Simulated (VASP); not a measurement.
Crystal: ZnPt2.

```
Zn Pt
1.0
     0.00000    2.79255    2.79255
     2.79255    0.00000    2.79255
     2.79255    2.79255    0.00000
Zn Pt
1 2
Direct
  0.00000 0.00000 0.00000
  0.25000 0.25000 0.25000
  0.75000 0.75000 0.75000
```

| Property | Result |
| --- | --- |
| Program | VASP 6.6.1 |
| Task | relaxation of cell and atoms |
| Functional | PBE |
| Potentials or basis | VASP PAW PBE potentials, release 64 (Zn, Pt) |
| Cutoff | 600 eV |
| k mesh | 6 × 6 × 6 |
| Occupations | gaussian, width 0.1 eV |
| Spin | no spin polarisation |

At the start: pressure 34.3 GPa; volume 14.52 Å³/atom.

Problem. How do energy, volume and symmetry change on relaxing?

Solution. Over 5 steps the energy falls by 211.4 meV/atom and the volume is 16.82 Å³/atom (+15.8 %); space group Fm-3m (No. 225, to 0.05 Å).

The path:
```tsv
step	energy change (eV)	largest force (eV/Å)	pressure (GPa)	volume (Å³)
1	0.0000	0.0000	34.33	43.55
2	0.7264	0.0000	-20.47	66.25
3	-0.6303	0.0000	-1.93	51.10
4	-0.6341	0.0000	-0.47	50.61
5	-0.6343	0.0000	0.00	50.46
```

Final structure:
```
CELL_PARAMETERS angstrom
0.00000 2.93289 2.93289
2.93289 0.00000 2.93289
2.93289 2.93289 0.00000
ATOMIC_POSITIONS crystal
Zn 0.00000 0.00000 0.00000
Pt 0.25000 0.25000 0.25000
Pt 0.75000 0.75000 0.75000
```

Caveat: the volume moved by over 15 % at a fixed basis, so the end points are rough.
